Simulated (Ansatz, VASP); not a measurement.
Two plane-wave programs on TiMnH6

File INCAR:

```
SYSTEM = TiMnH6
ALGO = Normal
EDIFF = 1E-7
EDIFFG = -0.04
ENCUT = 600
GGA = PE
IBRION = 2
ISIF = 3
ISMEAR = 0
ISPIN = 2
LASPH = .TRUE.
LCHARG = .FALSE.
LMAXMIX = 4
LORBIT = 11
LREAL = .FALSE.
LWAVE = .FALSE.
MAGMOM = 0 4 0 0 0 0 0 0
NELM = 150
NSW = 90
PREC = Accurate
SIGMA = 0.1
```

The input KPOINTS:

```
k-points
0
G
  4 4 4
  0 0 0
```

The input POSCAR:

```
TiMnH6
1.0
    0.0000000000      3.7888920300      3.7888920300
    3.7888920300      0.0000000000      3.7888920300
    3.7888920300      3.7888920300      0.0000000000
Ti Mn H
1 1 6
Direct
    0.5000000000      0.5000000000      0.5000000000
    0.0000000000      0.0000000000      0.0000000000
    0.7500000000      0.2500000000      0.2500000000
    0.2500000000      0.7500000000      0.7500000000
    0.2500000000      0.7500000000      0.2500000000
    0.7500000000      0.2500000000      0.7500000000
    0.2500000000      0.2500000000      0.7500000000
    0.7500000000      0.7500000000      0.2500000000
```

Input for Ansatz:

```yaml
crystal:
  lattice:
    - [0.0, 3.78889203, 3.78889203]
    - [3.78889203, 0.0, 3.78889203]
    - [3.78889203, 3.78889203, 0.0]
  atoms:
    - { symbol: Ti, position: [0.5, 0.5, 0.5] }
    - { symbol: Mn, position: [0.0, 0.0, 0.0], spin: 4.0 }
    - { symbol: H, position: [0.75, 0.25, 0.25] }
    - { symbol: H, position: [0.25, 0.75, 0.75] }
    - { symbol: H, position: [0.25, 0.75, 0.25] }
    - { symbol: H, position: [0.75, 0.25, 0.75] }
    - { symbol: H, position: [0.25, 0.25, 0.75] }
    - { symbol: H, position: [0.75, 0.75, 0.25] }
basis:
  ecutwfc: 420
kpoints:
  mp_grid: { grid: [4, 4, 4] }
hamiltonian:
  xc: pbe
scf:
  occupations: { method: gaussian, width: 0.1 }
  lower_state_search: "off"
output:
  forces: true
  stress: true
  eigenvalues: true
  populations: true
magnetization:
  spin_polarized: true
relax:
  adjacent_minimum: "off"
  f_tol: 0.04
  max_steps: 70
  cell: { stress_tol: 0.4 }
```

Alike in both runs: task relaxation of cell and atoms; functional PBE; k mesh 4 × 4 × 4; occupations gaussian, width 0.1 eV; collinear spin.

|  | VASP | Ansatz |
| --- | --- | --- |
| version | VASP 6.6.1 | Ansatz 0.2.0 |
| potentials or method | VASP PAW PBE potentials, release 64 (Ti_sv, Mn_pv, H), cutoff 600 eV | scalar-relativistic, plane waves, PAW |
| valence electrons in the cell | 31 | 33 |

Ansatz gave:

* gap on the k mesh at the Fermi level, each at its own relaxed structure (eV): none
* net moment per atom (μB): 0.14
* size of the moment on the site where the two differ most (μB): 1.88
* relaxed volume (Å³/atom): 10.17
* relaxed cell length with the largest relative difference (Å): 4.863

Estimate VASP's values.

gap on the k mesh at the Fermi level, each at its own relaxed structure (eV): none; net moment per atom (μB): 0.14; size of the moment on the site where the two differ most (μB): 2.54; relaxed volume (Å³/atom): 10.15; relaxed cell length with the largest relative difference (Å): 4.860.

Site moments also hang on the region over which each program counts them. A gap of «none» marks a metal or a gap that the smearing closes. VASP's potentials hold 31 valence electrons a cell and Ansatz's 33, so a difference there can come from the potentials and not from the codes.

Noted on VASP's run: the volume moved by over 15 % at a fixed basis, so the end points are rough.
